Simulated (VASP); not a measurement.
A run of VASP 6.6.1 is set up as follows.

Contents of POSCAR:

```
Sb
1.0
    0.0000000000      3.4803558159      3.4803558159
    3.4803558159      0.0000000000      3.4803558159
    3.4803558159      3.4803558159      0.0000000000
Sb
2
Direct
    0.0000000000      0.0000000000      0.0000000000
    0.2500000000      0.2500000000      0.2500000000
```

File INCAR.step1:

```
ALGO     = Normal         # electronic algorithm
EDIFF    = 1E-4           # SCF threshold, eV
ENCUT    = 520            # plane-wave cutoff, eV
GGA      = PE             # functional
ISMEAR   = 0              # smearing method
LASPH    = T              # aspherical terms in the spheres
LCHARG   = F              # write CHGCAR
LREAL    = F              # projectors in reciprocal space
LWAVE    = T              # write WAVECAR
NBANDS   = 12             # bands
NELM     = 100            # most SCF steps
PREC     = Accurate       # precision mode
SIGMA    = 0.05           # smearing width, eV
```

Contents of INCAR.step2:

```
ALGO     = Normal         # electronic algorithm
EDIFF    = 1E-7           # SCF threshold, eV
ENCUT    = 520            # plane-wave cutoff, eV
ISIF     = 2              # what is computed and relaxed
ISMEAR   = 0              # smearing method
ISTART   = 1            
LASPH    = T              # aspherical terms in the spheres
LCHARG   = T              # write CHGCAR
LELF     = T              # ELF
LMIXTAU  = T            
LREAL    = F              # projectors in reciprocal space
LVHAR    = T            
LWAVE    = F              # write WAVECAR
METAGGA  = R2SCAN         # meta-GGA
NBANDS   = 12             # bands
NELM     = 100            # most SCF steps
PREC     = Accurate       # precision mode
SIGMA    = 0.05           # smearing width, eV
```

KPOINTS

```
k-points
0
Gamma
  5 5 5
```

Potentials or basis: VASP PAW PBE potentials, release 64 (Sb).

Command:

```sh
$ cat potpaw_PBE.64/Sb/POTCAR > POTCAR
$ cp INCAR.step1 INCAR
$ mpirun -np 1 vasp_std > vasp.out
$ cp INCAR.step2 INCAR
$ mpirun -np 1 vasp_std > vasp.out
```

What does it give for the band gap on the k mesh?

Zero (band 5 reaches 4.09 eV, above the bottom of band 6 at 3.60 eV).

Estimate the pressure.

-0.5 GPa.

Caveat: the PAW data sets were made with another functional, which shifts forces and pressure a little; spin-orbit coupling is left out, which moves the levels of the heavy elements.
